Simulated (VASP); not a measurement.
Wanted: the native input for a VASP 6.6.1 run.

- Task: relaxation of cell and atoms
- Functional: r2SCAN
- Potentials or basis: VASP PAW PBE potentials, release 64 (Sn_d)
- Cutoff: 600 eV
- k mesh: 14 × 14 × 14
- Occupations: methfessel-paxton, width 0.05 eV
- Spin: no spin polarisation
- Dipole correction: no
- Further INCAR settings: ALGO = Normal; EDIFF = 1e-07; IBRION = 2; EDIFFG = -0.01; NSW = 60; ISIF = 3

Crystal: Sn.

```
CELL_PARAMETERS angstrom
3.06000 0.00000 0.00000
0.00000 3.06000 0.00000
0.00000 0.00000 3.06000
ATOMIC_POSITIONS crystal
Sn 0.00000 0.00000 0.00000
```

This isn't the form of Sn at room conditions, which is tetragonal (white tin).

One way to write it, as run:

POSCAR

```
Sn
1.0
    3.0600000000      0.0000000000      0.0000000000
    0.0000000000      3.0600000000      0.0000000000
    0.0000000000      0.0000000000      3.0600000000
Sn
1
Direct
    0.0000000000      0.0000000000      0.0000000000
```

INCAR.step1

```
ALGO = Normal ; EDIFF = 1E-4
ENCUT = 600 ; GGA = PE
ISMEAR = 1 ; LASPH = T
LCHARG = F ; LREAL = F
LWAVE = T ; NELM = 60
PREC = Accurate ; SIGMA = 0.05
```

INCAR.step2

```
ALGO = Normal ; EDIFF = 1E-7
EDIFFG = -0.01 ; ENCUT = 600
IBRION = 2 ; ISIF = 3
ISMEAR = 1 ; ISTART = 1
LASPH = T ; LCHARG = F
LMIXTAU = T ; LREAL = F
LWAVE = F ; METAGGA = R2SCAN
NELM = 60 ; NSW = 60
PREC = Accurate ; SIGMA = 0.05
```

KPOINTS

```
k-points
0
Gamma
  14 14 14
```

Potentials or basis: VASP PAW PBE potentials, release 64 (Sn_d).

Command:

```sh
$ cat potpaw_PBE.64/Sn_d/POTCAR > POTCAR
$ cp INCAR.step1 INCAR
$ mpirun -np 1 vasp_std > vasp.out
$ cp INCAR.step2 INCAR
$ mpirun -np 1 vasp_std > vasp.out
```

Results of the run:

```
Relaxed volume                        : 28.50 Å³/atom
Relaxed cell                          : a = 3.055 Å, b = 3.055 Å, c = 3.055 Å, α = 90.00°, β = 90.00°, γ = 90.00°
Space group after relaxing (to 0.1 Å) : Pm-3m (No. 221)
Energy gained by relaxing             : 0.1 meV/atom
Ionic steps                           : 3
Pressure after relaxing               : 0.0 GPa
Band gap on the k mesh                : zero (bands 7 and 8 overlap by 8.07 eV)
```

Caveat: the PAW data sets were made with another functional, which shifts forces and pressure a little; spin-orbit coupling is left out, which moves the levels of the heavy elements.

Run time: 3.2 min on 1 thread of Intel Xeon 8259CL (shared host), peak memory 0.18 GiB.
